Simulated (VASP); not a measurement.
# Co (P6_3/mmc) in VASP: single point with PBE

Aim: the single point of Co with PBE.

Program: VASP 6.6.1. These are calculated values, not measurements. Logs are shortened: lines on timing, memory, paths and dates and some standing lists are left out, and cuts for length are marked.

**1. The cell of the first run**

The structure is hexagonal, space group P6_3/mmc (No. 194). Conventional cell: a = 2.505 Å, b = 2.505 Å, c = 4.089 Å, α = 90.00°, β = 90.00°, γ = 120.00°. Within 3.3 Å of Co (site symmetry -6m2) lie 12 Co at 2.50 to 2.51 Å.

**2. Single point, PBE, collinear spin, ferromagnetic start**

The input, INCAR:

```
SYSTEM = Co
  ALGO = Normal
  EDIFF = 1E-6
  ENCUT = 690
  GGA = PE
  GGA_COMPAT = .False.
  ISIF = 2
  ISMEAR = -1
  ISPIN = 2
  LASPH = .True.
  LCHARG = .False.
  LMAXMIX = 4
  LORBIT = 11
  LREAL = .False.
  LWAVE = .False.
  MAGMOM = 2.735 2.735
  NBANDS = 28
  NELM = 200
  NUPDOWN = 5.47
  PREC = Accurate
  SIGMA = 0.05
```

The input, KPOINTS:

```
k-points
0
Gamma
  11 11 6
  0 0 0
```

The input, POSCAR:

```
Co
1.0
    2.5053999800      0.0000000000      0.0000000000
   -1.2526999900      2.1697400300      0.0000000000
    0.0000000000      0.0000000000      4.0893000000
Co
2
Direct
    0.3333333300      0.6666666700      0.2500000000
    0.6666666700      0.3333333300      0.7500000000
```

Potentials or basis: VASP PAW PBE potentials, release 64 (Co_sv).

Command:

```sh
> cat potpaw_PBE.64/Co_sv/POTCAR > POTCAR
> mpirun -np 1 vasp_std > vasp.out
```

OUTCAR:

```text
SYSTEM = Co
   EDIFF = 1E-6
   ENCUT = 690
   GGA = PE
   ISIF = 2
   ISMEAR = -1
   ISPIN = 2
   LASPH = .True.
   LORBIT = 11
   LREAL = .False.
   NELM = 200
   NUPDOWN = 5.47
   PREC = Accurate

 ion  position               nearest neighbor table
   1  0.333  0.667  0.250-   2 2.50   2 2.50   2 2.50   2 2.50   2 2.50   2 2.50
   2  0.667  0.333  0.750-   1 2.50   1 2.50   1 2.50   1 2.50   1 2.50   1 2.50

  LATTYP: Found a hexagonal cell.
 ALAT       =     2.5053999800
 C/A-ratio  =     1.6321944730

  Lattice vectors:

 A1 = (   2.5053999800,   0.0000000000,   0.0000000000)
 A2 = (  -1.2526999900,   2.1697400300,   0.0000000000)
 A3 = (   0.0000000000,   0.0000000000,   4.0893000000)

Analysis of symmetry for initial positions (statically):
=====================================================================
 Subroutine PRICEL returns:
 Original cell was already a primitive cell.

 Routine SETGRP: Setting up the symmetry group for a
 hexagonal supercell.

 Subroutine GETGRP returns: Found 24 space group operations
 (whereof 12 operations were pure point group operations)
 out of a pool of 24 trial point group operations.

The static configuration has the point symmetry D_3d.
 The point group associated with its full space group is D_6h.

Analysis of symmetry for dynamics (positions and initial velocities):
=====================================================================
 Subroutine PRICEL returns:
 Original cell was already a primitive cell.

 Routine SETGRP: Setting up the symmetry group for a
 hexagonal supercell.

 Subroutine GETGRP returns: Found 24 space group operations
 (whereof 12 operations were pure point group operations)
 out of a pool of 24 trial point group operations.

The dynamic configuration has the point symmetry D_3d.
 The point group associated with its full space group is D_6h.

Analysis of structural, dynamic, and magnetic symmetry:
=====================================================================
 Subroutine PRICEL returns:
 Original cell was already a primitive cell.

 Routine SETGRP: Setting up the symmetry group for a
 hexagonal supercell.

 Subroutine GETGRP returns: Found 24 space group operations
 (whereof 12 operations were pure point group operations)
 out of a pool of 24 trial point group operations.

The overall configuration has the point symmetry D_3d.
 The point group associated with its full space group is D_6h.

 Subroutine INISYM returns: Found 24 space group operations
 (whereof 12 operations are pure point group operations),
 and found     1 'primitive' translations

----------------------------------------------------------------------------------------

                                     Primitive cell

  volume of cell :      22.2297

  direct lattice vectors                    reciprocal lattice vectors
     2.505399980  0.000000000  0.000000000     0.399137865  0.230442354  0.000000000
    -1.252699990  2.169740030  0.000000000     0.000000000  0.460884708  0.000000000
     0.000000000  0.000000000  4.089300000     0.000000000  0.000000000  0.244540630

  length of vectors
     2.505399980  2.505399981  4.089300000     0.460884708  0.460884708  0.244540630

  position of ions in fractional coordinates (direct lattice)
     0.333333330  0.666666670  0.250000000
     0.666666670  0.333333330  0.750000000

  ion indices of the primitive-cell ions
   primitive index   ion index
                 1           1
                 2           2

----------------------------------------------------------------------------------------

 KPOINTS: k-points

Automatic generation of k-mesh.
 Grid dimensions read from file:
 generate k-points for:   11   11    6

 Generating k-lattice:

  Cartesian coordinates                     Fractional coordinates (reciprocal lattice)
     0.036285260  0.020949305  0.000000000     0.090909091  0.000000000  0.000000000
     0.000000000  0.041898610  0.000000000     0.000000000  0.090909091  0.000000000
     0.000000000  0.000000000  0.040756772     0.000000000  0.000000000  0.166666667

  Length of vectors
     0.041898610  0.041898610  0.040756772

  Shift w.r.t. Gamma in fractional coordinates (k-lattice)
     0.000000000  0.000000000  0.000000000

 Subroutine IBZKPT returns following result:
 ===========================================

 Found     64 irreducible k-points:

 Following reciprocal coordinates:
            Coordinates               Weight
  0.000000  0.000000  0.000000      1.000000
  0.090909 -0.000000  0.000000      6.000000
  0.181818 -0.000000  0.000000      6.000000
  0.272727  0.000000  0.000000      6.000000
  0.363636 -0.000000  0.000000      6.000000
  0.454545 -0.000000  0.000000      6.000000
[... 16 lines left out ...]
  0.090909  0.090909  0.166667     12.000000
  0.181818  0.090909  0.166667     24.000000
 [... further k-points ...]
   k-points           NKPTS =     64   k-points in BZ     NKDIM =     64   number of bands    NBANDS=     28
   number of dos      NEDOS =    301   number of ions     NIONS =      2
   total plane-waves  NPLWV =  20736
   dimension x,y,z NGX =    24 NGY =   24 NGZ =   36
   dimension x,y,z NGXF=    48 NGYF=   48 NGZF=   72
   ions per type =               2
   NGX,Y,Z   is equivalent  to a cutoff of  15.93, 15.93, 14.64 a.u.
   NGXF,Y,Z  is equivalent  to a cutoff of  31.85, 31.85, 29.27 a.u.
 SYSTEM =  Co
   PREC   = accura    normal or accurate (medium, high low for compatibility)
   ISTART =      0    job   : 0-new  1-cont  2-samecut
   ICHARG =      2    charge: 1-file 2-atom 10-const
   ISPIN  =      2    spin polarized calculation?
   LNONCOLLINEAR =      F non collinear calculations
   LSORBIT =      F    spin-orbit coupling
   LASPH  =      T    aspherical Exc in radial PAW
   ENCUT  =  690.0 eV  50.71 Ry    7.12 a.u.   5.37  5.37  8.76*2*pi/ulx,y,z
   NELM   =    200;   NELMIN=  2; NELMDL= -5     # of ELM steps
   EDIFF  = 0.1E-05   stopping-criterion for ELM
   LREAL  =      F    real-space projection
   EDIFFG = 0.1E-04   stopping-criterion for IOM
   NSW    =      0    number of steps for IOM
   IBRION =     -1    ionic relax: 0-MD 1-quasi-New 2-CG
   NFREE  =      0    steps in history (QN), initial steepest desc. (CG)
   ISIF   =      2    stress and relaxation
   ISYM   =      2    0-nonsym 1-usesym 2-fastsym
   POTIM  = 0.5000    time-step for ionic-motion
   TEBEG  =    0.0;   TEEND  =   0.0 temperature during run
   PSTRESS=    0.0 pullay stress
   NELECT =      34.0000    total number of electrons
   NUPDOWN=       5.4700    fix difference up-down
   EMIN   =  10.00;   EMAX   =-10.00  energy-range for DOS
   EFERMI =   0.00;   METHOD = LEGACY
   ISMEAR =    -1;   SIGMA  =   0.05  broadening in eV -4-tet -1-fermi 0-gaus
   EFERMI_NEDOS =   21; number of points for ismear=-14 and -15
   IALGO  =     38    algorithm
   IMIX   =      4    mixing-type and parameters
     AMIX     =   0.40;   BMIX     =  1.00
     AMIX_MAG =   1.60;   BMIX_MAG =  1.00
  volume/ion in A,a.u.               =      11.11        75.01
  Fermi-wavevector in a.u.,A,eV,Ry     =   1.886209  3.564419 48.406612  3.557786
  Thomas-Fermi vector in A             =   2.928524
   LORBIT       =     11    0 simple, 1 ext, 2 COOP (PROOUT), +10 PAW based schemes
   GGA     = PE    functional components
   LHFCALC =     F    Hartree Fock is set to
   AEXX    =    0.0000 exact exchange contribution
   IVDW    =     0    specifies the selected vdW correction
   LEPSILON=     F    determine dielectric tensor
   LRPA    =     F    only Hartree local field effects (RPA)
 spin polarized calculation
  energy-cutoff  :      690.00
  volume of cell :       22.23
 maximum number of plane-waves:       941
 NGX is ok and might be reduce to    24
   NGX = 11   NGY = 11   NGZ = 17

 number of electron      34.0000002 magnetization       5.4699999

 Free energy of the ion-electron system (eV)
  ---------------------------------------------------
  ext. energy  EPLUGINS =         0.00000000
  ---------------------------------------------------
  free energy    TOTEN  =       -12.02982925 eV

  energy without entropy =      -12.00200764  energy(sigma->0) =      -12.01591844

 E-fermi :  11.1292     XC(G=0): -13.8153

 val. band max:       15.5294047481   @ k =   0.3636   0.2727   0.3333
 cond. band min:      11.1502960254   @ k =   0.3636  -0.0000   0.5000
 fundamental gap:     -4.3791087228
 Fermi energy:        15.5619609108

 spin component 1

 k-point     1 :       0.0000    0.0000    0.0000
  band No.  band energies     occupation
      1     -85.4384      1.00000
      2     -85.3910      1.00000
      3     -48.7572      1.00000
      4     -48.5341      1.00000
      5     -48.5341      1.00000
      6     -48.4932      1.00000
[... 20 lines left out ...]
     27      36.5626      0.00000
     28      36.5626      0.00000
[... 683 lines left out ...]
 k-point    24 :       0.1818    0.0909    0.1667
  band No.  band energies     occupation
      1     -85.4156      1.00000
      2     -85.3843      1.00000
      3     -48.7042      1.00000
      4     -48.6183      1.00000
      5     -48.6068      1.00000
      6     -48.5604      1.00000
[... 20 lines left out ...]
     27      35.7599      0.00000
     28      37.2303      0.00000

 [... further k-points ...]

 spin component 2

 k-point     1 :       0.0000    0.0000    0.0000
  band No.  band energies     occupation
      1     -82.4539      1.00000
      2     -82.4022      1.00000
      3     -45.8712      1.00000
      4     -45.6091      1.00000
      5     -45.6091      1.00000
      6     -45.5647      1.00000
[... 20 lines left out ...]
     27      37.6896      0.00000
     28      37.6896      0.00000
[... 683 lines left out ...]
 k-point    24 :       0.1818    0.0909    0.1667
  band No.  band energies     occupation
      1     -82.4290      1.00000
      2     -82.3950      1.00000
      3     -45.8112      1.00000
      4     -45.7038      1.00000
      5     -45.6911      1.00000
      6     -45.6389      1.00000
[... 20 lines left out ...]
     27      36.8173      0.00000
     28      38.1490      0.00000

 [... further k-points ...]
[... 5 lines left out ...]
  --------------------------------------------------------------------------------------
  -------------------------------------------------------------------------------------
  Total        2.9978012      2.9978012      3.9872337      0.0000000      0.0000000      0.0000000
  in kB      216.0626321    216.0626322    287.3746963      0.0000000      0.0000000      0.0000000
  external PRESSURE =     239.8333202 kB  Pullay stress =       0.0000000 kB

 VOLUME and BASIS-vectors are now :
 -----------------------------------------------------------------------------
  energy-cutoff  :      690.00
  volume of cell :       22.23
      direct lattice vectors                 reciprocal lattice vectors
     2.505399980  0.000000000  0.000000000     0.399137865  0.230442354  0.000000000
    -1.252699990  2.169740030  0.000000000     0.000000000  0.460884708  0.000000000
     0.000000000  0.000000000  4.089300000     0.000000000  0.000000000  0.244540630

 POSITION                                       TOTAL-FORCE (eV/Angst)
 -----------------------------------------------------------------------------------
     -0.00000      1.44649      1.02232         0.000000      0.000000      0.000000
      1.25270      0.72325      3.06697        -0.000000     -0.000000      0.000000
 -----------------------------------------------------------------------------------
    total drift:                               -0.000013      0.000007     -0.000000

  FREE ENERGIE OF THE ION-ELECTRON SYSTEM (eV)
  ---------------------------------------------------
  free  energy   TOTEN  =       -12.0298292513 eV

  energy  without entropy=      -12.0020076386  energy(sigma->0) =      -12.01591844

 total charge

# of ion       s       p       d       tot
------------------------------------------
    1        2.267   6.167   6.520  14.953
    2        2.267   6.167   6.520  14.953
--------------------------------------------------
tot          4.533  12.333  13.039  29.906

 magnetization (x)

# of ion       s       p       d       tot
------------------------------------------
    1        0.028   0.064   2.410   2.503
    2        0.028   0.064   2.410   2.503
--------------------------------------------------
tot          0.057   0.128   4.820   5.005
```

Run time: 74 s. Hardware: 1 thread of Intel Xeon Platinum 8488C (Sapphire Rapids), shared host; peak memory 0.22 GiB.

What came out:

| Quantity | Value |
| --- | --- |
| Free energy | -12.0298 eV |
| Pressure | 24.0 GPa |
| Net moment | 5.47 μB per cell |
| Site moments | Co +2.50 μB |
| Valence electrons inside the program's atomic spheres | Co 14.95 |

Caveat: the stress differs along the axes, from 22 to 29 GPa; the total moment is fixed, so each spin has its own Fermi level and the state may be an excited one.
